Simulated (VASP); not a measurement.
A run of VASP 6.6.1:

Contents of INCAR:

```
SYSTEM = I
ALGO = Normal
EDIFF = 1E-6
ENCUT = 520
GGA = PE
ISIF = 2
ISMEAR = 0
LASPH = .True.
LCHARG = .True.
LELF = .True.
LREAL = .False.
LVHAR = .True.
LWAVE = .False.
NBANDS = 10
NELM = 100
PREC = Accurate
SIGMA = 0.1
```

The input KPOINTS:

```
k-points
0
Gamma
  18 18 18
  0 0 0
```

File POSCAR:

```
I
1.0
   -1.6952604178      1.6952604178      4.3248098640
    1.6486034183     -1.6486034183      4.2894199267
    1.5011656978      1.4545086983     -4.3071148954
I
1
Direct
    0.0000000000      0.0000000000      0.0000000000
```

Potentials or basis: VASP PAW PBE potentials, release 64 (I).

Command:

```console
$ cat potpaw_PBE.64/I/POTCAR > POTCAR
$ mpirun -np 1 vasp_std > vasp.out
```

Hardware: 1 thread of AMD EPYC 7R13 (shared host).

**Question.** How long does it take, and how much memory?

**Answer.** It took 19 min on 1 thread of AMD EPYC 7R13, with other jobs on the host, peak memory 0.69 GiB. Counts: scf iterations 11, k points 1550.
